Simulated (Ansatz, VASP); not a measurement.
# Au: VASP beside Ansatz

```
Au
1.0
     2.87396    0.00000    0.00000
    -1.43698    2.48892    0.00000
     0.00000    0.00000    4.76247
Au
2
Direct
  0.33333 0.66667 0.25000
  0.66667 0.33333 0.75000
```

Alike in both runs: functional PBEsol; k mesh 12 × 12 × 4; occupations gaussian, width 0.1 eV; no spin polarisation.

Ansatz relaxed the structure, and its values are those at the end. VASP's run is a single point on that final structure, the one shown.

|  | VASP | Ansatz |
| --- | --- | --- |
| version | VASP 6.6.1 | Ansatz 0.2.0 |
| potentials or method | VASP PAW PBE potentials, release 64 (Au), cutoff 520 eV | scalar-relativistic, plane waves, PAW |
| valence electrons in the cell | 22 | 38 |

Ansatz gave:

* gap on the k mesh at the Fermi level (eV): none
* pressure (GPa): -0.1

Task: Which values does VASP return?

Result: gap on the k mesh at the Fermi level (eV): none; pressure (GPa): -0.4.

VASP's potentials were made for PBE, not for PBEsol. A gap of «none» marks a metal or a gap that the smearing closes. With one functional, cell and mesh, what is left measures potentials, basis and numerics. VASP's potentials hold 22 valence electrons a cell and Ansatz's 38, so a difference there can come from the potentials and not from the codes.

Spin-orbit coupling is off throughout.
